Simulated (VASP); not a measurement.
A run of VASP 6.6.1 is set up as follows.

Contents of INCAR:

```
SYSTEM = SiNi3
PREC = Accurate
ENCUT = 690
EDIFF = 1E-6
ISMEAR = -1
SIGMA = 0.05
LREAL = .FALSE.
LASPH = .TRUE.
NELM = 200
ALGO = Normal
ISIF = 2
LWAVE = .FALSE.
LCHARG = .FALSE.
ISPIN = 2
MAGMOM = 1 1 1 0
LORBIT = 11
NUPDOWN = 3.0
LMAXMIX = 4
GGA = PS
NBANDS = 41
GGA_COMPAT = .FALSE.
```

KPOINTS

```
Automatic mesh
0
G
  6 6 6
  0 0 0
```

POSCAR

```
SiNi3
1.0
    3.5420000000      0.0000000000      0.0000000000
    0.0000000000      3.5420000000      0.0000000000
    0.0000000000      0.0000000000      3.5420000000
Ni Si
3 1
Direct
    0.5000000000      0.5000000000      0.0000000000
    0.5000000000      0.0000000000      0.5000000000
    0.0000000000      0.5000000000      0.5000000000
    0.0000000000      0.0000000000      0.0000000000
```

Potentials or basis: VASP PAW PBE potentials, release 64 (Ni_sv_GW, Si).

Run with:

```bash
$ cat potpaw_PBE.64/Ni_sv_GW/POTCAR potpaw_PBE.64/Si/POTCAR > POTCAR
$ mpirun -np 1 vasp_std > vasp.out
```

**Question.** What does it give for the pressure?

**Answer.** -7.0 GPa.

Caveat: the cell stands under tension; the PAW data sets were made with another functional, which shifts forces and pressure a little; the total moment is fixed, so each spin has its own Fermi level and the state may be an excited one.
